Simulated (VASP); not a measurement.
Input of a VASP 6.6.1 run:

File POSCAR:

```
Os
1.0
    2.7522071502      0.0000000000      0.0000000000
   -1.3761035751      2.3834813086      0.0000000000
    0.0000000000      0.0000000000      4.3483081185
Os
2
Direct
    0.6666666667      0.3333333333      0.7500000000
    0.3333333333      0.6666666667      0.2500000000
```

INCAR.step1

```
SYSTEM = Os
PREC = Accurate
ENCUT = 520
ISMEAR = -1
SIGMA = 0.05
LREAL = .False.
LASPH = .True.
NELM = 100
NBANDS = 15
GGA = PE
ALGO = Normal
EDIFF = 1E-4
LWAVE = .True.
LCHARG = .False.
```

INCAR.step2

```
SYSTEM = Os
PREC = Accurate
ENCUT = 520
EDIFF = 1E-6
ISMEAR = -1
SIGMA = 0.05
LREAL = .False.
LASPH = .True.
NELM = 100
ALGO = Normal
ISIF = 2
LWAVE = .False.
LCHARG = .False.
METAGGA = R2SCAN
LMIXTAU = .True.
LUSE_VDW = .True.
IVDW_NL = 2
BPARAM = 11.95
CPARAM = 0.0093
NBANDS = 15
ISTART = 1
```

File KPOINTS:

```
regular mesh
0
Gamma
  11 11 6
  0 0 0
```

Potentials or basis: VASP PAW PBE potentials, release 64 (Os).

The run is started by

```bash
$ cat potpaw_PBE.64/Os/POTCAR > POTCAR
$ cp INCAR.step1 INCAR
$ mpirun -np 1 vasp_std > vasp.out
$ cp INCAR.step2 INCAR
$ mpirun -np 1 vasp_std > vasp.out
```

Problem. Predict the pressure.

Solution. -7.9 GPa.

Problem. What does it give for the band gap on the k mesh?

Solution. Zero (band 8 reaches 11.07 eV, above the bottom of band 9 at 7.14 eV).

Stress tensor (GPa, compression positive):
```
-7.55  0.00  0.00
 0.00 -7.55  0.00
 0.00  0.00 -8.61
```

Caveat: the PAW data sets were made with another functional, which shifts forces and pressure a little; spin-orbit coupling is left out, which moves the levels of the heavy elements.
